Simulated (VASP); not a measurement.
Wanted: the native input for a VASP 6.6.1 run.

```
Task                   : single point
Functional             : LDA
Potentials or basis    : VASP PAW LDA potentials, release 64 (Zr_sv, B)
Cutoff                 : 520 eV
k mesh                 : 18 × 18 × 12
Occupations            : gaussian, width 0.15 eV
Spin                   : no spin polarisation
Dipole correction      : no
Further INCAR settings : ALGO = Normal; EDIFF = 1e-06; NBANDS = 16
```

The structure of ZrB2 lies in POSCAR:

```
ZrB2
1.0
    3.0631762017      0.0000000000      0.0000000000
   -1.5315881009      2.6527884069      0.0000000000
    0.0000000000      0.0000000000      3.2108212946
Zr B
1 2
Direct
    0.0000000000      0.0000000000      0.0000000000
    0.3333333333      0.6666666667      0.5000000000
    0.6666666667      0.3333333333      0.5000000000
```

This cell differs from its parent crystal: volume 8.697 Å^3 an atom, c/a of the conventional cell 1.0482.

One way to write it, as run:

INCAR

```
PREC = Accurate
ENCUT = 520
EDIFF = 1E-6
ISMEAR = 0
SIGMA = 0.15
LREAL = F
LASPH = T
NELM = 60
ALGO = Normal
ISIF = 2
LWAVE = F
LCHARG = F
NBANDS = 16
```

KPOINTS

```
Automatic mesh
0
Gamma
  18 18 12
```

Potentials or basis: VASP PAW LDA potentials, release 64 (Zr_sv, B).

Launch:

```console
$ cat potpaw_LDA.64/Zr_sv/POTCAR potpaw_LDA.64/B/POTCAR > POTCAR
$ mpirun -np 1 vasp_std > vasp.out
```

Results of the run:

- Pressure: 43.5 GPa
- Band gap on the k mesh: zero (band 9 reaches 13.13 eV, above the bottom of band 10 at 11.98 eV)

Run time: 74 s on 1 thread of Intel(R) Xeon(R) Platinum 8259CL CPU @ 2.50GHz (Skylake/Cascade Lake), with other jobs on the host, peak memory 0.21 GiB.
